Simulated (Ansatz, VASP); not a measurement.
## NbH2 in VASP and in Ansatz

The input INCAR:

```
SYSTEM = NbH2
  PREC = Accurate
  ENCUT = 520
  EDIFF = 1E-6
  ISMEAR = 0
  SIGMA = 0.15
  LREAL = .FALSE.
  LASPH = .TRUE.
  NELM = 100
  ALGO = Normal
  ISIF = 2
  LWAVE = .FALSE.
  LCHARG = .TRUE.
  GGA = PS
  LELF = .TRUE.
  LVHAR = .TRUE.
  NBANDS = 14
```

KPOINTS

```
Automatic mesh
0
G
  16 16 16
  0 0 0
```

File POSCAR:

```
NbH2
1.0
    0.0000000000      2.2587404927      2.2587404927
    2.2587404927      0.0000000000      2.2587404927
    2.2587404927      2.2587404927      0.0000000000
Nb H
1 2
Direct
    0.0000000000      0.0000000000      0.0000000000
    0.2500000000      0.2500000000      0.2500000000
    0.7500000000      0.7500000000      0.7500000000
```

Input for Ansatz:

```yaml
crystal:
  lattice:
    - [0.0, 2.2587404927, 2.2587404927]
    - [2.2587404927, 0.0, 2.2587404927]
    - [2.2587404927, 2.2587404927, 0.0]
  atoms:
    - { symbol: Nb, position: [0.0, 0.0, 0.0] }
    - { symbol: H, position: [0.25, 0.25, 0.25] }
    - { symbol: H, position: [0.75, 0.75, 0.75] }
basis:
  ecutwfc: 520.0
kpoints:
  mp_grid: { grid: [16, 16, 16] }
hamiltonian:
  xc: pbesol
  pseudopotentials: { kind: paw }
scf:
  occupations: { method: gaussian, width: 0.15 }
output:
  forces: true
  stress: true
  eigenvalues: true
```

Alike in both runs: task single point; functional PBEsol; k mesh 16 × 16 × 16; occupations gaussian, width 0.15 eV; no spin polarisation.

|  | VASP | Ansatz |
| --- | --- | --- |
| version | VASP 6.6.1 | Ansatz 0.2.0 |
| potentials or method | VASP PAW PBE potentials, release 64 (Nb_sv, H), cutoff 520 eV | scalar-relativistic, plane waves, PAW |
| valence electrons in the cell | 15 | 15 |

```csv
,VASP,Ansatz,Ansatz less VASP
gap on the k mesh at the Fermi level (eV),none,none,-
pressure (GPa),-0.3,0.0,+0.40
```

VASP's potentials were made for PBE, not for PBEsol. A gap of «none» marks a metal or a gap that the smearing closes.
